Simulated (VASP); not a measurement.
# GaP (F-43m) in VASP: a series of runs, part 2 of 2

VASP 6.6.1. The steps go on from the part before.

### 4 Relaxation of cell and atoms, r2SCAN, target pressure 15 GPa, at which the enthalpy is minimised

Contents of POSCAR:

```
GaP
1.0
    2.7252500000      2.7252500000      0.0000000000
   -2.7252500000      2.7252500000      0.0000000000
    0.0000000000      2.7252500000      2.7252500000
Ga P
1 1
Direct
    0.0000000000      0.0000000000      0.0000000000
    0.7500000000      0.2500000000      0.5000000000
```

Contents of INCAR.step1:

```
PREC = Accurate ; ENCUT = 600
ISMEAR = 0 ; SIGMA = 0.01
LREAL = False ; LASPH = True
NELM = 100 ; GGA = PE
ALGO = Normal ; EDIFF = 1E-4
LWAVE = True ; LCHARG = False
```

Contents of INCAR.step2:

```
PREC = Accurate ; ENCUT = 600
EDIFF = 1E-6 ; ISMEAR = 0
SIGMA = 0.01 ; LREAL = False
LASPH = True ; NELM = 100
ALGO = Normal ; ISIF = 3
LWAVE = False ; LCHARG = False
METAGGA = R2SCAN ; LMIXTAU = True
IBRION = 2 ; NSW = 100
EDIFFG = -0.002 ; PSTRESS = 150.0
ISTART = 1
```

Contents of KPOINTS:

```
Automatic mesh
0
Gamma
  8 8 8
```

Potentials or basis: VASP PAW PBE potentials, release 64 (Ga_d, P).

Run with:

```
cat potpaw_PBE.64/Ga_d/POTCAR potpaw_PBE.64/P/POTCAR > POTCAR
cp INCAR.step1 INCAR
mpirun -np 1 vasp_std > vasp.out
cp INCAR.step2 INCAR
mpirun -np 1 vasp_std > vasp.out
```

OUTCAR:

```text
PREC = Accurate
   ENCUT = 600
   EDIFF = 1E-6
   ISMEAR = 0
   LREAL = False
   LASPH = True
   NELM = 100
   ISIF = 3
   METAGGA = R2SCAN
   IBRION = 2
   NSW = 100
   EDIFFG = -0.002
   PSTRESS = 150.0
   ISTART = 1

 ion  position               nearest neighbor table
   1  0.000  0.000  0.000-   2 2.36   2 2.36   2 2.36   2 2.36
   2  0.750  0.250  0.500-   1 2.36   1 2.36   1 2.36   1 2.36

  LATTYP: Found a face centered cubic cell.
 ALAT       =     5.4505000000

  Lattice vectors:

 A1 = (   0.0000000000,   2.7252500000,   2.7252500000)
 A2 = (   2.7252500000,   0.0000000000,   2.7252500000)
 A3 = (   2.7252500000,   2.7252500000,   0.0000000000)

Analysis of symmetry for initial positions (statically):
=====================================================================
 Subroutine PRICEL returns:
 Original cell was already a primitive cell.

 Routine SETGRP: Setting up the symmetry group for a
 face centered cubic supercell.

 Subroutine GETGRP returns: Found 24 space group operations
 (whereof 24 operations were pure point group operations)
 out of a pool of 48 trial point group operations.

The static configuration has the point symmetry T_d .

Analysis of symmetry for dynamics (positions and initial velocities):
=====================================================================
 Subroutine PRICEL returns:
 Original cell was already a primitive cell.

 Routine SETGRP: Setting up the symmetry group for a
 face centered cubic supercell.

 Subroutine GETGRP returns: Found 24 space group operations
 (whereof 24 operations were pure point group operations)
 out of a pool of 48 trial point group operations.

The dynamic configuration has the point symmetry T_d .

 Subroutine INISYM returns: Found 24 space group operations
 (whereof 24 operations are pure point group operations),
 and found     1 'primitive' translations

----------------------------------------------------------------------------------------

                                     Primitive cell

  volume of cell :      40.4808

  direct lattice vectors                    reciprocal lattice vectors
     2.725250000  2.725250000  0.000000000     0.183469406  0.183469406 -0.183469406
    -2.725250000  2.725250000  0.000000000    -0.183469406  0.183469406 -0.183469406
     0.000000000  2.725250000  2.725250000     0.000000000  0.000000000  0.366938813

  length of vectors
     3.854085511  3.854085511  3.854085511     0.317778334  0.317778334  0.366938813

  position of ions in fractional coordinates (direct lattice)
     0.000000000  0.000000000  0.000000000
     0.750000000  0.250000000  0.500000000

  ion indices of the primitive-cell ions
   primitive index   ion index
                 1           1
                 2           2

----------------------------------------------------------------------------------------

 KPOINTS: Automatic mesh

Automatic generation of k-mesh.
 Grid dimensions read from file:
 generate k-points for:    8    8    8

 Generating k-lattice:

  Cartesian coordinates                     Fractional coordinates (reciprocal lattice)
     0.022933676  0.022933676 -0.022933676     0.125000000  0.000000000  0.000000000
[... 60 lines left out ...]
   LREAL  =      F    real-space projection
   EDIFFG = -.2E-02   stopping-criterion for IOM
   NSW    =    100    number of steps for IOM
   IBRION =      2    ionic relax: 0-MD 1-quasi-New 2-CG
   NFREE  =      1    steps in history (QN), initial steepest desc. (CG)
   ISIF   =      3    stress and relaxation
   ISYM   =      2    0-nonsym 1-usesym 2-fastsym
   POTIM  = 0.5000    time-step for ionic-motion
   TEBEG  =    0.0;   TEEND  =   0.0 temperature during run
   PSTRESS=  150.0 pullay stress
   NELECT =      18.0000    total number of electrons
   NUPDOWN=      -1.0000    fix difference up-down
   EMIN   =  10.00;   EMAX   =-10.00  energy-range for DOS
   EFERMI =   0.00;   METHOD = LEGACY
   ISMEAR =     0;   SIGMA  =   0.01  broadening in eV -4-tet -1-fermi 0-gaus
   EFERMI_NEDOS =   21; number of points for ismear=-14 and -15
   IALGO  =     38    algorithm
   IMIX   =      4    mixing-type and parameters
     AMIX     =   0.40;   BMIX     =  1.00
     AMIX_MAG =   1.60;   BMIX_MAG =  1.00
  volume/ion in A,a.u.               =      20.24       136.59
  Fermi-wavevector in a.u.,A,eV,Ry     =   1.249538  2.361284 21.243377  1.561344
  Thomas-Fermi vector in A             =   2.383574
   LORBIT       =      0    0 simple, 1 ext, 2 COOP (PROOUT), +10 PAW based schemes
   METAGGA = R2SCAN    functional components
   LHFCALC =     F    Hartree Fock is set to
   AEXX    =    0.0000 exact exchange contribution
   IVDW    =     0    specifies the selected vdW correction
   LEPSILON=     F    determine dielectric tensor
   LRPA    =     F    only Hartree local field effects (RPA)
 conjugate gradient relaxation of ions
 non-spin polarized calculation
 Gauss-broadening in eV      SIGMA  =   0.01
  energy-cutoff  :      600.00
  volume of cell :       40.48
 maximum number of plane-waves:      1365
   NGX = 15   NGY = 15   NGZ = 15

--------------------------------------- Ionic step        1  -------------------------------------------

 number of electron      18.0000003 magnetization

 Free energy of the ion-electron system (eV)
  ---------------------------------------------------
  ext. energy  EPLUGINS =         0.00000000
  ---------------------------------------------------
  free energy    TOTEN  =       -21.46423181 eV

  energy without entropy =      -21.46423181  energy(sigma->0) =      -21.46423181

------------------------ aborting loop because EDIFF is reached ----------------------------------------

  FORCE on cell =-STRESS in cart. coord.  units (eV):
  Direction    XX          YY          ZZ          XY          YZ          ZX
  --------------------------------------------------------------------------------------
  -------------------------------------------------------------------------------------
  Total        0.0054565      0.0054565      0.0054565      0.0000000      0.0000000      0.0000000
  in kB        0.2159608      0.2159608      0.2159608      0.0000000      0.0000000      0.0000000
  external PRESSURE =    -149.7840392 kB  Pullay stress =     150.0000000 kB
[... 97 lines left out ...]
  energy  without entropy=      -21.2751074602  energy(sigma->0) =      -21.27510746

  enthalpy is  TOTEN    =       -17.9289317748 eV   P V=        3.3461756854

[... ionic steps 4 to 20 ...]

--------------------------------------- Ionic step       21  -------------------------------------------

 number of electron      17.9999997 magnetization

------------------------ aborting loop because EDIFF is reached ----------------------------------------
[... 71 lines left out ...]
--------------------------------------- Ionic step       23  -------------------------------------------

 number of electron      17.9999998 magnetization

 Free energy of the ion-electron system (eV)
  ---------------------------------------------------
  ext. energy  EPLUGINS =         0.00000000
  ---------------------------------------------------
  free energy    TOTEN  =       -21.26047178 eV

  energy without entropy =      -21.26047178  energy(sigma->0) =      -21.26047178

 E-fermi :   5.9812     XC(G=0): -11.1947

 val. band max:        5.8903825375   @ k =   0.0000   0.0000   0.0000
 cond. band min:       7.5040496685   @ k =   0.5000   0.5000   0.0000
 fundamental gap:      1.6136671309
 Fermi energy:         5.9811735564

 k-point     1 :       0.0000    0.0000    0.0000
  band No.  band energies     occupation
      1      -9.3907      2.00000
      2      -9.3907      2.00000
      3      -9.3906      2.00000
      4      -9.2276      2.00000
      5      -9.2276      2.00000
      6      -8.2194      2.00000
      7       5.8904      2.00000
      8       5.8904      2.00000
      9       5.8904      2.00000
     10       9.3944      0.00000
     11      10.0059      0.00000
     12      10.0059      0.00000
     13      10.0059      0.00000
[... 354 lines left out ...]
  band No.  band energies     occupation
      1      -9.5505      2.00000
      2      -9.3398      2.00000
      3      -9.3212      2.00000
      4      -9.2375      2.00000
      5      -9.2161      2.00000
      6      -5.0751      2.00000
      7      -1.4521      2.00000
      8       2.0924      2.00000
      9       3.4870      2.00000
     10      10.0356      0.00000
     11      10.4583      0.00000
     12      13.1938      0.00000
     13      14.6981      0.00000

 [... further k-points ...]

------------------------ aborting loop because EDIFF is reached ----------------------------------------

  FORCE on cell =-STRESS in cart. coord.  units (eV):
  Direction    XX          YY          ZZ          XY          YZ          ZX
  --------------------------------------------------------------------------------------
  -------------------------------------------------------------------------------------
  Total        3.3341840      3.3341840      3.3341840     -0.0000000     -0.0000000      0.0000000
  in kB      150.1359082    150.1359082    150.1359082     -0.0000000     -0.0000000      0.0000000
  external PRESSURE =       0.1359082 kB  Pullay stress =     150.0000000 kB
[... 21 lines left out ...]
  energy  without entropy=      -21.2604717842  energy(sigma->0) =      -21.26047178

  enthalpy is  TOTEN    =       -17.9293059626 eV   P V=        3.3311658215

 reached required accuracy - stopping structural energy minimisation
```

OUTCAR.step1:

```text
PREC = Accurate
   ENCUT = 600
   ISMEAR = 0
   LREAL = False
   LASPH = True
[... 605 lines left out ...]
      0.00000      0.00000      0.00000        -0.000000     -0.000000      0.000000
      1.36263      4.08788      1.36262         0.000000      0.000000      0.000000
 -----------------------------------------------------------------------------------
    total drift:                               -0.000002     -0.000000      0.000000

  FREE ENERGIE OF THE ION-ELECTRON SYSTEM (eV)
  ---------------------------------------------------
  free  energy   TOTEN  =        -9.1159766588 eV

  energy  without entropy=       -9.1159766588  energy(sigma->0) =       -9.11597666
```

Run time: 13 min. Hardware: 1 thread of Intel Xeon 8259CL, shared host; peak memory 0.21 GiB.

Results:

```
Free energy                                                : -21.2605 eV
Relaxed volume                                             : 17.79 Å³/atom
Relaxed cell                                               : a = 3.692 Å, b = 3.692 Å, c = 3.692 Å, α = 60.00°, β = 60.00°, γ = 90.00°
Space group after relaxing (to 0.1 Å)                      : F-43m (No. 216)
Energy change on relaxing (the run minimises the enthalpy) : +101.9 meV/atom
Ionic steps                                                : 23
Pressure after relaxing                                    : 15.0 GPa
Band gap on the k mesh                                     : 1.61 eV (least direct gap 3.50 eV)
```

The path:
| step | energy change (eV) | largest force (eV/Å) | pressure (GPa) | volume (Å³) |
| --- | --- | --- | --- | --- |
| 1 | 0.0000 | 0.0000 | 0.02 | 40.48 |
| 2 | 1.1427 | 0.0000 | 46.57 | 30.38 |
| 3 | 0.1891 | 0.0000 | 14.31 | 35.74 |
| 4 | 0.2020 | 0.0000 | 15.07 | 35.60 |
| 5 | 0.1987 | 0.0000 | 14.65 | 35.64 |
| 6 | 0.2017 | 0.0000 | 14.94 | 35.60 |
| 7 | 0.2018 | 0.0000 | 14.91 | 35.60 |
| 8 | 0.2019 | 0.0000 | 14.90 | 35.60 |
| 9 | 0.2019 | 0.0000 | 14.90 | 35.60 |
| 10 | 0.2020 | 0.0000 | 14.90 | 35.60 |
| 11 | 0.2020 | 0.0000 | 14.90 | 35.60 |
| 12 | 0.2020 | 0.0000 | 14.90 | 35.60 |
| 13 | 0.2020 | 0.0000 | 14.90 | 35.60 |
| 14 | 0.2020 | 0.0000 | 14.90 | 35.60 |
| 15 | 0.2020 | 0.0000 | 14.90 | 35.60 |
| 16 | 0.2020 | 0.0000 | 14.90 | 35.60 |
| 17 | 0.2020 | 0.0000 | 14.90 | 35.60 |
| 18 | 0.2020 | 0.0000 | 14.90 | 35.60 |
| 19 | 0.2020 | 0.0000 | 14.90 | 35.60 |
| 20 | 0.2020 | 0.0000 | 14.90 | 35.60 |
| 21 | 0.2020 | 0.0000 | 14.90 | 35.60 |
| 22 | 0.2020 | 0.0000 | 14.90 | 35.60 |
| 23 | 0.2038 | 0.0000 | 15.01 | 35.58 |

Final structure:
```yaml
crystal:
  lattice:
    - [2.61053, 2.61053, 0.00000]
    - [-2.61053, 2.61053, 0.00000]
    - [0.00000, 2.61053, 2.61053]
  atoms:
    - { symbol: Ga, position: [0.00000, 0.00000, 0.00000] }
    - { symbol: P, position: [0.75000, 0.25000, 0.50000] }
```

Caveat: the cell is relaxed towards a set pressure, so the run minimises the enthalpy, not the energy; the PAW data sets were made with another functional, which shifts forces and pressure a little. A k mesh can miss the band edges.

### 5 The runs side by side

| cell | gap on the mesh (eV) | pressure (GPa) |
| --- | --- | --- |
| relaxed to 7 GPa | 1.76 | 7.0 |
| relaxed to 10 GPa | 1.71 | 10.0 |
| relaxed to 15 GPa | 1.61 | 15.0 |

Alike in all rows: task relaxation of cell and atoms; level r2SCAN; potentials or basis VASP PAW PBE potentials, release 64 (Ga_d, P); no spin polarisation; k mesh 8 × 8 × 8; cutoff (eV) 600; smearing gaussian 0.01 eV.

Caveats: the cell is relaxed towards a set pressure, so the run minimises the enthalpy, not the energy; the PAW data sets were made with another functional, which shifts forces and pressure a little.

Absolute energies hang on the potentials; compare differences alone.
